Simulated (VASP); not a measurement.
A run of VASP 6.6.1:

The input INCAR:

```
SYSTEM = As2H
PREC = Accurate
ENCUT = 520
EDIFF = 1E-6
ISMEAR = 0
SIGMA = 0.05
LREAL = .False.
LASPH = .True.
NELM = 150
ALGO = Normal
ISIF = 2
LWAVE = .False.
LCHARG = .False.
ISPIN = 2
MAGMOM = 0 0 1
LORBIT = 11
LDIPOL = .True.
IDIPOL = 3
DIPOL = 0.5 0.5 0.280
GGA = PE
IVDW = 12
NBANDS = 16
```

File KPOINTS:

```
regular mesh
0
Gamma
  9 9 1
  0 0 0
```

POSCAR

```
As2H
1.0
    3.5713387681      0.0000000000      0.0000000000
   -1.7856693841      3.0928700987      0.0000000000
    0.0000000000      0.0000000000     18.3976402524
As H
2 1
Direct
    0.3333333333      0.6666666667      0.2933876398
    0.6666666667      0.3333333333      0.2174191877
    0.8333333333      0.6666666667      0.3303489018
```

Potentials or basis: VASP PAW PBE potentials, release 64 (As, H).

Command:

```bash
$ cat potpaw_PBE.64/As/POTCAR potpaw_PBE.64/H/POTCAR > POTCAR
$ mpirun -np 1 vasp_std > vasp.out
```

Hardware: 1 thread of Intel(R) Xeon(R) 6975P-C (Granite Rapids) (shared host).

**Question.** How long does it take, and how much memory?

**Answer.** Run time: 2.3 min on 1 thread of Intel(R) Xeon(R) 6975P-C (Granite Rapids), with other jobs on the host, peak memory 0.47 GiB. Counts: scf iterations 24, k points 25.
